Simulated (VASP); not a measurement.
# InHgO2 (P4_2/mmc) in VASP: single point with PBE

Aim: the single point of InHgO2 with PBE.

Program: VASP 6.6.1. These are calculated values, not measurements. Logs are shortened: lines on timing, memory, paths and dates and some standing lists are left out, and cuts for length are marked.

### Step 1. The cell of the first run

Symmetry: P4_2/mmc, No. 131, tetragonal system. Conventional cell: a = 4.124 Å, b = 4.124 Å, c = 8.247 Å, α = 90.00°, β = 90.00°, γ = 90.00°. Within 3.8 Å of In (site symmetry -4m2) lie 8 O at 2.92 Å and 8 Hg at 3.57 Å. Hg (site symmetry mmm) has 4 O at 2.06 Å within 2.7 Å. O (site symmetry mmm) has 2 Hg at 2.06 Å within 2.7 Å. Within 2.7 Å of O (site symmetry -4m2) lie 2 Hg at 2.06 Å.

### Step 2. Single point, PBE (atoms taken out)

Input file INCAR:

```
PREC = Accurate
ENCUT = 520
EDIFF = 1E-7
ISMEAR = 0
SIGMA = 0.1
LREAL = F
LASPH = T
NELM = 100
ALGO = Normal
ISIF = 2
LWAVE = F
LCHARG = T
GGA = PE
LELF = T
LVHAR = T
NBANDS = 47
```

Input file KPOINTS:

```
Automatic mesh
0
Gamma
  4 4 2
```

Input file POSCAR:

```
InHgO2
1.0
    4.1237456600      0.0000000000      0.0000000000
    0.0000000000      4.1237456600      0.0000000000
    0.0000000000      0.0000000000      8.2474913300
In Hg O
2 2 4
Direct
    0.5000000000      0.5000000000      0.2500000000
    0.5000000000      0.5000000000      0.7500000000
    0.0000000000      0.0000000000      0.0000000000
    0.0000000000      0.0000000000      0.5000000000
    0.5000000000      0.0000000000      0.0000000000
    0.0000000000      0.5000000000      0.5000000000
    0.0000000000      0.0000000000      0.2500000000
    0.0000000000      0.0000000000      0.7500000000
```

Potentials or basis: VASP PAW PBE potentials, release 64 (In_d, Hg, O).

The run is started by

```bash
$ cat potpaw_PBE.64/In_d/POTCAR potpaw_PBE.64/Hg/POTCAR potpaw_PBE.64/O/POTCAR > POTCAR
$ mpirun -np 1 vasp_std > vasp.out
```

OUTCAR:

```text
PREC = Accurate
   ENCUT = 520
   EDIFF = 1E-7
   ISMEAR = 0
   LREAL = F
   LASPH = T
   NELM = 100
   ISIF = 2
   GGA = PE

 ion  position               nearest neighbor table
   1  0.500  0.500  0.250-   7 2.92   7 2.92   7 2.92   7 2.92   6 2.92   6 2.92   5 2.92   5 2.92
                             3 3.57   3 3.57   4 3.57   3 3.57   4 3.57   3 3.57   4 3.57   4 3.57
   2  0.500  0.500  0.750-   8 2.92   8 2.92   8 2.92   8 2.92   6 2.92   6 2.92   5 2.92   5 2.92
                             3 3.57   3 3.57   4 3.57   3 3.57   4 3.57   3 3.57   4 3.57   4 3.57
   3  0.000  0.000  0.000-   5 2.06   5 2.06   8 2.06   7 2.06   1 3.57   1 3.57   2 3.57   1 3.57
                             2 3.57   2 3.57   1 3.57   2 3.57
   4  0.000  0.000  0.500-   6 2.06   6 2.06   8 2.06   7 2.06   1 3.57   1 3.57   2 3.57   2 3.57
                             1 3.57   2 3.57   1 3.57   2 3.57
   5  0.500  0.000  0.000-   3 2.06   3 2.06   1 2.92   1 2.92   2 2.92   2 2.92
   6  0.000  0.500  0.500-   4 2.06   4 2.06   1 2.92   2 2.92   1 2.92   2 2.92
   7  0.000  0.000  0.250-   3 2.06   4 2.06   1 2.92   1 2.92   1 2.92   1 2.92
   8  0.000  0.000  0.750-   3 2.06   4 2.06   2 2.92   2 2.92   2 2.92   2 2.92

  LATTYP: Found a simple tetragonal cell.
 ALAT       =     4.1237456600
 C/A-ratio  =     2.0000000024

  Lattice vectors:

 A1 = (   4.1237456600,   0.0000000000,   0.0000000000)
 A2 = (   0.0000000000,   4.1237456600,   0.0000000000)
 A3 = (   0.0000000000,   0.0000000000,   8.2474913300)

Analysis of symmetry for initial positions (statically):
=====================================================================
 Subroutine PRICEL returns:
 Original cell was already a primitive cell.

 Routine SETGRP: Setting up the symmetry group for a
 simple tetragonal supercell.

 Subroutine GETGRP returns: Found 16 space group operations
 (whereof  8 operations were pure point group operations)
 out of a pool of 16 trial point group operations.

The static configuration has the point symmetry D_2h.
 The point group associated with its full space group is D_4h.

Analysis of symmetry for dynamics (positions and initial velocities):
=====================================================================
 Subroutine PRICEL returns:
 Original cell was already a primitive cell.

 Routine SETGRP: Setting up the symmetry group for a
 simple tetragonal supercell.

 Subroutine GETGRP returns: Found 16 space group operations
 (whereof  8 operations were pure point group operations)
 out of a pool of 16 trial point group operations.

The dynamic configuration has the point symmetry D_2h.
 The point group associated with its full space group is D_4h.

 Subroutine INISYM returns: Found 16 space group operations
 (whereof  8 operations are pure point group operations),
 and found     1 'primitive' translations

----------------------------------------------------------------------------------------

                                     Primitive cell

  volume of cell :     140.2509

  direct lattice vectors                    reciprocal lattice vectors
     4.123745660  0.000000000  0.000000000     0.242497982  0.000000000  0.000000000
     0.000000000  4.123745660  0.000000000     0.000000000  0.242497982  0.000000000
     0.000000000  0.000000000  8.247491330     0.000000000  0.000000000  0.121248991

  length of vectors
     4.123745660  4.123745660  8.247491330     0.242497982  0.242497982  0.121248991

  position of ions in fractional coordinates (direct lattice)
     0.500000000  0.500000000  0.250000000
     0.500000000  0.500000000  0.750000000
     0.000000000  0.000000000  0.000000000
     0.000000000  0.000000000  0.500000000
     0.500000000  0.000000000  0.000000000
     0.000000000  0.500000000  0.500000000
     0.000000000  0.000000000  0.250000000
     0.000000000  0.000000000  0.750000000

  ion indices of the primitive-cell ions
   primitive index   ion index
                 1           1
                 2           2
                 3           3
                 4           4
                 5           5
                 6           6
                 7           7
                 8           8

----------------------------------------------------------------------------------------

 KPOINTS: Automatic mesh

Automatic generation of k-mesh.
 Grid dimensions read from file:
 generate k-points for:    4    4    2

 Generating k-lattice:

  Cartesian coordinates                     Fractional coordinates (reciprocal lattice)
     0.060624495  0.000000000  0.000000000     0.250000000  0.000000000  0.000000000
     0.000000000  0.060624495  0.000000000     0.000000000  0.250000000  0.000000000
     0.000000000  0.000000000  0.060624495     0.000000000  0.000000000  0.500000000

  Length of vectors
     0.060624495  0.060624495  0.060624495

  Shift w.r.t. Gamma in fractional coordinates (k-lattice)
     0.000000000  0.000000000  0.000000000

 Subroutine IBZKPT returns following result:
 ===========================================

 Found     12 irreducible k-points:

 Following reciprocal coordinates:
            Coordinates               Weight
  0.000000  0.000000  0.000000      1.000000
  0.250000  0.000000  0.000000      4.000000
  0.500000  0.000000  0.000000      2.000000
  0.250000  0.250000  0.000000      4.000000
  0.500000  0.250000  0.000000      4.000000
  0.500000  0.500000  0.000000      1.000000
  0.000000  0.000000  0.500000      1.000000
  0.250000  0.000000  0.500000      4.000000
  0.500000  0.000000  0.500000      2.000000
  0.250000  0.250000  0.500000      4.000000
  0.500000  0.250000  0.500000      4.000000
  0.500000  0.500000  0.500000      1.000000
   k-points           NKPTS =     12   k-points in BZ     NKDIM =     12   number of bands    NBANDS=     47
   number of dos      NEDOS =    301   number of ions     NIONS =      8
   total plane-waves  NPLWV =  65536
   dimension x,y,z NGX =    32 NGY =   32 NGZ =   64
   dimension x,y,z NGXF=    64 NGYF=   64 NGZF=  128
   ions per type =               2   2   4
   NGX,Y,Z   is equivalent  to a cutoff of  12.90, 12.90, 12.90 a.u.
   NGXF,Y,Z  is equivalent  to a cutoff of  25.80, 25.80, 25.80 a.u.
 SYSTEM =  unknown system
   PREC   = accura    normal or accurate (medium, high low for compatibility)
   ISTART =      0    job   : 0-new  1-cont  2-samecut
   ICHARG =      2    charge: 1-file 2-atom 10-const
   ISPIN  =      1    spin polarized calculation?
   LNONCOLLINEAR =      F non collinear calculations
   LSORBIT =      F    spin-orbit coupling
   LASPH  =      T    aspherical Exc in radial PAW
   ENCUT  =  520.0 eV  38.22 Ry    6.18 a.u.   7.67  7.67 15.33*2*pi/ulx,y,z
   NELM   =    100;   NELMIN=  2; NELMDL= -5     # of ELM steps
   EDIFF  = 0.1E-06   stopping-criterion for ELM
   LREAL  =      F    real-space projection
   EDIFFG = 0.1E-05   stopping-criterion for IOM
   NSW    =      0    number of steps for IOM
   IBRION =     -1    ionic relax: 0-MD 1-quasi-New 2-CG
   NFREE  =      0    steps in history (QN), initial steepest desc. (CG)
   ISIF   =      2    stress and relaxation
   ISYM   =      2    0-nonsym 1-usesym 2-fastsym
   POTIM  = 0.5000    time-step for ionic-motion
   TEBEG  =    0.0;   TEEND  =   0.0 temperature during run
   PSTRESS=    0.0 pullay stress
   NELECT =      74.0000    total number of electrons
   NUPDOWN=      -1.0000    fix difference up-down
   EMIN   =  10.00;   EMAX   =-10.00  energy-range for DOS
   EFERMI =   0.00;   METHOD = LEGACY
   ISMEAR =     0;   SIGMA  =   0.10  broadening in eV -4-tet -1-fermi 0-gaus
   EFERMI_NEDOS =   21; number of points for ismear=-14 and -15
   IALGO  =     38    algorithm
   IMIX   =      4    mixing-type and parameters
     AMIX     =   0.40;   BMIX     =  1.00
     AMIX_MAG =   1.60;   BMIX_MAG =  1.00
  volume/ion in A,a.u.               =      17.53       118.31
  Fermi-wavevector in a.u.,A,eV,Ry     =   1.322869  2.499860 23.809959  1.749983
  Thomas-Fermi vector in A             =   2.452519
   LORBIT       =      0    0 simple, 1 ext, 2 COOP (PROOUT), +10 PAW based schemes
   GGA     = PE    functional components
   LHFCALC =     F    Hartree Fock is set to
   AEXX    =    0.0000 exact exchange contribution
   IVDW    =     0    specifies the selected vdW correction
   LEPSILON=     F    determine dielectric tensor
   LRPA    =     F    only Hartree local field effects (RPA)
 non-spin polarized calculation
 Gauss-broadening in eV      SIGMA  =   0.10
  energy-cutoff  :      520.00
  volume of cell :      140.25
 maximum number of plane-waves:      3828
 NGX is ok and might be reduce to    32
   NGX = 15   NGY = 15   NGZ = 31

 number of electron      73.9999985 magnetization

 Free energy of the ion-electron system (eV)
  ---------------------------------------------------
  ext. energy  EPLUGINS =         0.00000000
  ---------------------------------------------------
  free energy    TOTEN  =       -25.40028617 eV

  energy without entropy =      -25.36321370  energy(sigma->0) =      -25.38174994

 E-fermi :   3.4876     XC(G=0): -10.1775

 val. band max:        3.4458670125   @ k =   0.2500   0.0000   0.5000
 cond. band min:       3.5184910284   @ k =   0.5000   0.2500   0.0000
 fundamental gap:      0.0726240159
 Fermi energy:         3.4876443882

 k-point     1 :       0.0000    0.0000    0.0000
  band No.  band energies     occupation
      1     -14.7937      2.00000
      2     -14.4756      2.00000
      3     -14.1052      2.00000
      4     -13.8320      2.00000
      5     -10.0997      2.00000
      6     -10.0997      2.00000
[... 39 lines left out ...]
     46      10.0492      0.00000
     47      11.6881      0.00000

 k-point     2 :       0.2500    0.0000    0.0000
  band No.  band energies     occupation
      1     -14.7021      2.00000
      2     -14.3130      2.00000
      3     -14.0499      2.00000
      4     -13.8043      2.00000
      5     -10.1166      2.00000
      6     -10.1002      2.00000
[... 492 lines left out ...]
 k-point    12 :       0.5000    0.5000    0.5000
  band No.  band energies     occupation
      1     -14.1070      2.00000
      2     -14.1070      2.00000
      3     -13.8570      2.00000
      4     -13.8570      2.00000
      5     -10.1086      2.00000
      6     -10.1086      2.00000
[... 39 lines left out ...]
     46       9.7335      0.00000
     47      10.7256      0.00000

------------------------ aborting loop because EDIFF is reached ----------------------------------------

  FORCE on cell =-STRESS in cart. coord.  units (eV):
  Direction    XX          YY          ZZ          XY          YZ          ZX
  --------------------------------------------------------------------------------------
  -------------------------------------------------------------------------------------
  Total        4.7586870      4.7586870     11.7094228      0.0000000      0.0000000      0.0000000
  in kB       54.3615848     54.3615848    133.7643739      0.0000000      0.0000000      0.0000000
  external PRESSURE =      80.8291812 kB  Pullay stress =       0.0000000 kB

 VOLUME and BASIS-vectors are now :
 -----------------------------------------------------------------------------
  energy-cutoff  :      520.00
  volume of cell :      140.25
      direct lattice vectors                 reciprocal lattice vectors
     4.123745660  0.000000000  0.000000000     0.242497982  0.000000000  0.000000000
     0.000000000  4.123745660  0.000000000     0.000000000  0.242497982  0.000000000
     0.000000000  0.000000000  8.247491330     0.000000000  0.000000000  0.121248991

 POSITION                                       TOTAL-FORCE (eV/Angst)
 -----------------------------------------------------------------------------------
      2.06187      2.06187      2.06187         0.000000     -0.000000     -0.000000
      2.06187      2.06187      6.18562         0.000000     -0.000000      0.000000
      0.00000      0.00000      0.00000         0.000000     -0.000000      0.000000
      0.00000      0.00000      4.12375         0.000000     -0.000000      0.000000
      2.06187      0.00000      0.00000         0.000000     -0.000000      0.000000
      0.00000      2.06187      4.12375         0.000000     -0.000000      0.000000
      0.00000      0.00000      2.06187         0.000000      0.000000     -0.000000
      0.00000      0.00000      6.18562        -0.000000      0.000000      0.000000
 -----------------------------------------------------------------------------------
    total drift:                                0.000000     -0.000000     -0.000000

  FREE ENERGIE OF THE ION-ELECTRON SYSTEM (eV)
  ---------------------------------------------------
  free  energy   TOTEN  =       -25.4002861733 eV

  energy  without entropy=      -25.3632136980  energy(sigma->0) =      -25.38174994
```

Wall time 57 s (1 thread of Intel Xeon 6975P-C (Granite Rapids), shared host); peak memory 0.28 GiB.

Results:

* Free energy: -25.4003 eV
* Pressure: 8.1 GPa
* Band gap on the k mesh: zero (bands 37 and 38 overlap by 1.65 eV)

Caveat: the k points lie up to 0.38 Å⁻¹ apart, too coarse for converged energies and pressures of a metal; the cell differs from its parent crystal (atoms taken out); spin-orbit coupling is left out, which moves the levels of the heavy elements.
